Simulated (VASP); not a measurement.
Wanted: the native input for a VASP 6.6.1 run.

| Quantity | Value |
| --- | --- |
| Task | single point |
| Functional | PBE |
| Potentials or basis | VASP PAW PBE potentials, release 64 (Dy_3, Re), 4f in core |
| Cutoff | 600 eV |
| k mesh | 4 × 4 × 4 |
| Occupations | gaussian, width 0.1 eV |
| Spin | no spin polarisation |
| Dipole correction | no |
| Mended | yes |
| Further INCAR settings | ALGO = Normal; EDIFF = 1e-06; NBANDS = 44 |

The structure of Dy3Re lies in POSCAR:

```
Dy3Re
1.0
    5.7687878389      0.0000000000      0.0000000000
    0.0000000000      5.7687878389      0.0000000000
    0.0000000000      0.0000000000      5.7687878389
Dy Re
6 2
Direct
    0.2500000000      0.0000000000      0.5000000000
    0.5000000000      0.7500000000      0.0000000000
    0.7500000000      0.0000000000      0.5000000000
    0.5000000000      0.2500000000      0.0000000000
    0.0000000000      0.5000000000      0.7500000000
    0.0000000000      0.5000000000      0.2500000000
    0.0000000000      0.0000000000      0.0000000000
    0.5000000000      0.5000000000      0.5000000000
```

The cell was built from a structure type or drawn by symmetry, and may not be a known phase.

One way to write it, as run:

INCAR

```
SYSTEM = Dy3Re
PREC     = Accurate       ! precision mode
ENCUT    = 600            ! plane-wave cutoff, eV
EDIFF    = 1E-6           ! SCF threshold, eV
ISMEAR   = 0              ! smearing method
SIGMA    = 0.1            ! smearing width, eV
LREAL    = .False.        ! projectors in reciprocal space
LASPH    = .True.         ! aspherical terms in the spheres
NELM     = 200            ! most SCF steps
ALGO     = Normal         ! electronic algorithm
ISIF     = 2              ! what is computed and relaxed
LWAVE    = .False.        ! write WAVECAR
LCHARG   = .False.        ! write CHGCAR
GGA      = PE             ! functional
NBANDS   = 44             ! bands
GGA_COMPAT= .False.      
LMAXMIX  = 6              ! l up to which the mixer works
```

KPOINTS

```
Automatic mesh
0
Gamma
  4 4 4
  0 0 0
```

Potentials or basis: VASP PAW PBE potentials, release 64 (Dy_3, Re), 4f in core.

The run is started by

```bash
$ cat potpaw_PBE.64/Dy_3/POTCAR potpaw_PBE.64/Re/POTCAR > POTCAR
$ mpirun -np 1 vasp_std > vasp.out
```

Results of the run:

```
Pressure               : 0.7 GPa
Band gap on the k mesh : zero (bands 34 and 35 overlap by 0.44 eV)
```

Caveat: spin-orbit coupling is left out, which moves the levels of the heavy elements; the 4f electrons are frozen in the core, so they carry no moment and show no levels.

It took 72 s on 1 thread of Intel(R) Xeon(R) 6975P-C (Granite Rapids) (shared host), peak memory 0.36 GiB.
